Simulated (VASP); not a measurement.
Input of a VASP 6.6.1 run:

Contents of INCAR:

```
ALGO = Normal ; EDIFF = 1E-6
EDIFFG = -0.01 ; ENCUT = 600
GGA = RE ; IBRION = 2
ISIF = 3 ; ISMEAR = 0
IVDW = 12 ; LASPH = True
LCHARG = False ; LREAL = False
LWAVE = False ; NELM = 100
NSW = 80 ; PREC = Accurate
SIGMA = 0.01
```

The input KPOINTS:

```
k-points
0
Gamma
  6 6 6
```

POSCAR

```
CdSe
1.0
    4.3420190000      0.0000000000      0.0000000000
    2.1710095000      3.7602987577      0.0000000000
    2.1710095000      1.2534329192      3.5452436678
Cd Se
1 1
Direct
    0.0000000000      0.0000000000      0.0000000000
    0.7500000000      0.7500000000      0.7500000000
```

Potentials or basis: VASP PAW PBE potentials, release 64 (Cd, Se).

Run with:

```console
$ cat potpaw_PBE.64/Cd/POTCAR potpaw_PBE.64/Se/POTCAR > POTCAR
$ mpirun -np 1 vasp_std > vasp.out
```

Problem. Estimate the relaxed cell.

Solution. a = 4.313 Å, b = 4.313 Å, c = 4.313 Å, α = 60.00°, β = 60.00°, γ = 60.00°.

Problem. Predict the relaxed volume.

Solution. 28.36 Å³/atom.

Problem. Estimate the band gap on the k mesh.

Solution. 0.72 eV, direct.

Problem. What does it give for the space group after relaxing (to 0.05 Å)?

Solution. F-43m (No. 216).

Final structure:
```
Cd Se
1.0
     4.31263    0.00000    0.00000
     2.15632    3.73485    0.00000
     2.15632    1.24495    3.52125
Cd Se
1 1
Direct
  0.00000 0.00000 0.00000
  0.75000 0.75000 0.75000
```

Caveat: the PAW data sets were made with another functional, which shifts forces and pressure a little.
